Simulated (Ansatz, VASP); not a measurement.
**SrO in VASP and in Ansatz**

Contents of INCAR:

```
PREC = Accurate
ENCUT = 520
EDIFF = 1E-6
ISMEAR = 0
SIGMA = 0.02
LREAL = False
LASPH = True
NELM = 80
ALGO = Normal
ISIF = 2
LWAVE = False
LCHARG = True
GGA = PE
LELF = True
LVHAR = True
NBANDS = 15
```

File KPOINTS:

```
Automatic mesh
0
Gamma
  8 8 8
```

The input POSCAR:

```
SrO
1.0
    0.0000000000      2.6615932560      2.6615932560
    2.6615932560      0.0000000000      2.6615932560
    2.6615932560      2.6615932560      0.0000000000
Sr O
1 1
Direct
    0.0000000000      0.0000000000      0.0000000000
    0.5000000000      0.5000000000      0.5000000000
```

Input for Ansatz:

```yaml
crystal:
  lattice:
    - [0.0, 2.661593256, 2.661593256]
    - [2.661593256, 0.0, 2.661593256]
    - [2.661593256, 2.661593256, 0.0]
  atoms:
    - { symbol: Sr, position: [0.0, 0.0, 0.0] }
    - { symbol: O, position: [0.5, 0.5, 0.5] }
basis:
  ecutwfc: 420
kpoints:
  mp_grid: { grid: [8, 8, 8] }
hamiltonian:
  xc: pbe
scf:
  occupations: { method: gaussian, width: 0.02 }
output:
  forces: true
  stress: true
  eigenvalues: true
  populations: true
```

Alike in both runs: task single point; functional PBE; k mesh 8 × 8 × 8; occupations gaussian, width 0.02 eV; no spin polarisation.

|  | VASP | Ansatz |
| --- | --- | --- |
| version | VASP 6.6.1 | Ansatz 0.2.0 |
| potentials or method | VASP PAW PBE potentials, release 64 (Sr_sv, O), cutoff 520 eV | scalar-relativistic, plane waves, PAW |
| valence electrons in the cell | 16 | 16 |

Ansatz gave:

- gap on the k mesh at the Fermi level (eV): 3.30
- least direct gap on the mesh (eV): 3.30
- pressure (GPa): -5.2

Estimate VASP's values.

gap on the k mesh at the Fermi level (eV): 3.28; least direct gap on the mesh (eV): 3.28; pressure (GPa): -4.9.

The functional is the same, so the differences come from potentials, cutoffs and numerics.
